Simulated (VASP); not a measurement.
A run of VASP 6.6.1 is set up as follows.

Contents of POSCAR:

```
Ag
1.0
   -1.6556540000      1.6556540000      1.5728713000
    1.6556540000     -1.6556540000      1.5728713000
    1.6556540000      1.6556540000     -1.5728713000
Ag
1
Direct
    0.0000000000      0.0000000000      0.0000000000
```

The input INCAR.step1:

```
SYSTEM = Ag
ALGO = Normal ; EDIFF = 1E-4
ENCUT = 520 ; GGA = PE
ISMEAR = 0 ; LASPH = .True.
LCHARG = .False. ; LREAL = .False.
LWAVE = .True. ; NBANDS = 12
NELM = 80 ; PREC = Accurate
SIGMA = 0.15
```

Contents of INCAR.step2:

```
SYSTEM = Ag
ALGO = Normal ; EDIFF = 1E-6
ENCUT = 520 ; ISIF = 2
ISMEAR = 0 ; ISTART = 1
LASPH = .True. ; LCHARG = .False.
LMIXTAU = .True. ; LREAL = .False.
LWAVE = .False. ; METAGGA = R2SCAN
NBANDS = 12 ; NELM = 80
PREC = Accurate ; SIGMA = 0.15
```

The input KPOINTS:

```
k-points
0
Gamma
  20 20 20
  0 0 0
```

Potentials or basis: VASP PAW PBE potentials, release 64 (Ag).

Run with:

```bash
$ cat potpaw_PBE.64/Ag/POTCAR > POTCAR
$ cp INCAR.step1 INCAR
$ mpirun -np 1 vasp_std > vasp.out
$ cp INCAR.step2 INCAR
$ mpirun -np 1 vasp_std > vasp.out
```

Estimate the pressure.

1.3 GPa.

Stress tensor (GPa, compression positive):
```
1.53 0.00 0.00
0.00 1.53 0.00
0.00 0.00 0.74
```

Caveat: the cell differs from its parent crystal (strain +0.000 along x and y, -0.050 along z); the PAW data sets were made with another functional, which shifts forces and pressure a little.
